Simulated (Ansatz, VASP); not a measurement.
## Two plane-wave programs on LiTi4Sb8

```
CELL_PARAMETERS angstrom
6.70291 0.00000 0.00000
0.00000 6.70291 0.00000
0.00000 0.00000 5.79598
ATOMIC_POSITIONS crystal
Ti 0.99552 0.99942 0.24017
Ti 0.99477 0.99791 0.74434
Ti 0.49778 0.49491 0.74434
Ti 0.49928 0.49564 0.24015
Sb 0.31210 0.15341 0.50492
Sb 0.87692 0.37705 0.52725
Sb 0.15037 0.34356 0.00357
Sb 0.65066 0.15081 0.96971
Sb 0.84343 0.65050 0.00357
Sb 0.34691 0.84705 0.99218
Sb 0.65327 0.81221 0.50491
Sb 0.17000 0.67012 0.48533
Li 0.64874 0.14885 0.39730
```

Alike in both runs: functional LDA; k mesh 3 × 3 × 3; occupations fermi-dirac, width 0.1 eV; no spin polarisation.

Ansatz relaxed the structure, and its values are those at the end. VASP's run is a single point on that final structure, the one shown.

|  | VASP | Ansatz |
| --- | --- | --- |
| version | VASP 6.6.1 | Ansatz 0.2.0 |
| potentials or method | VASP PAW LDA potentials, release 64 (Ti_sv, Sb, Li_sv), cutoff 520 eV | scalar-relativistic, plane waves, PAW |
| valence electrons in the cell | 91 | 171 |

|  | VASP | Ansatz | Ansatz less VASP |
| --- | --- | --- | --- |
| rms of the force components (eV/Å) | 0.009 | 0.007 | -0.0018 |

LDA's correlation is that of Perdew and Zunger in VASP and of Perdew and Wang (1992) in Ansatz. VASP's potentials hold 91 valence electrons a cell and Ansatz's 171, so a difference there can come from the potentials and not from the codes.

The k mesh is coarse, so the values compare programs but aren't converged. Neither program's run includes spin-orbit coupling. Noted on VASP's run: the cutoff is under 1.25 times that of the potentials, so the pressure is a little rough.
